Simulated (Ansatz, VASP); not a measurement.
## One calculation of Be, two programs

File POSCAR:

```
Be
1.0
    2.2853000000      0.0000000000      0.0000000000
   -1.1426500000      1.9791278553      0.0000000000
    0.0000000000      0.0000000000      3.5842000000
Be
2
Direct
    0.6666666667      0.3333333333      0.7500000000
    0.3333333333      0.6666666667      0.2500000000
```

File INCAR.step1:

```
PREC = Accurate
ENCUT = 520
EDIFF = 1E-5
ISMEAR = -1
SIGMA = 0.05
LREAL = F
LASPH = T
NELM = 100
ALGO = Normal
ISIF = 2
LWAVE = T
NBANDS = 9
GGA = PE
```

The input INCAR.step2:

```
PREC = Accurate
ENCUT = 520
EDIFF = 1E-6
ISMEAR = -1
SIGMA = 0.05
LREAL = F
LASPH = T
NELM = 100
ALGO = Normal
ISIF = 2
LWAVE = F
LCHARG = T
GGA = PE
LHFCALC = T
HFSCREEN = 0.2079
PRECFOCK = Normal
LELF = T
LVHAR = T
NBANDS = 9
ISTART = 1
```

KPOINTS

```
regular mesh
0
Gamma
  8 8 4
```

input.yaml

```yaml
crystal:
  lattice:
    - [2.2853, 0.0, 0.0]
    - [-1.14265, 1.9791278553, 0.0]
    - [0.0, 0.0, 3.5842]
  atoms:
    - { symbol: Be, position: [0.6666666667, 0.3333333333, 0.75] }
    - { symbol: Be, position: [0.3333333333, 0.6666666667, 0.25] }
hamiltonian:
  xc: hse06
  pseudopotentials: { kind: paw }
kpoints:
  mp_grid: { grid: [8, 8, 4] }
scf:
  occupations: { method: fermi_dirac, width: 0.05 }
  n_extra_bands: 6
output:
  forces: true
  stress: true
  eigenvalues: true
  dos: { projected: true, de: 0.05 }
  write_density: true
  write_potential: true
  elf: true
  volumetric_format: npy
```

Alike in both runs: functional HSE06; k mesh 8 × 8 × 4; occupations fermi-dirac, width 0.05 eV; no spin polarisation.

```csv
,VASP,Ansatz
version,VASP 6.6.1,Ansatz 0.2.0
potentials or method,"VASP PAW PBE potentials, release 64 (Be)",Ansatz PAW
plane-wave cutoff (eV),520,420
valence electrons in the cell,4,4
task,single point,projected density of states
```

Ansatz gave:

- gap on the k mesh at the Fermi level (eV): none
- pressure (GPa): -3.4
- traceless stress, the component that is largest in VASP (GPa): 2.74

Question: Estimate VASP's values.

Answer: gap on the k mesh at the Fermi level (eV): none; pressure (GPa): -3.4; traceless stress, the component that is largest in VASP (GPa): 2.75.

A gap of «none» marks a metal or a gap that the smearing closes.

The k mesh is coarse, so the values compare programs but aren't converged.
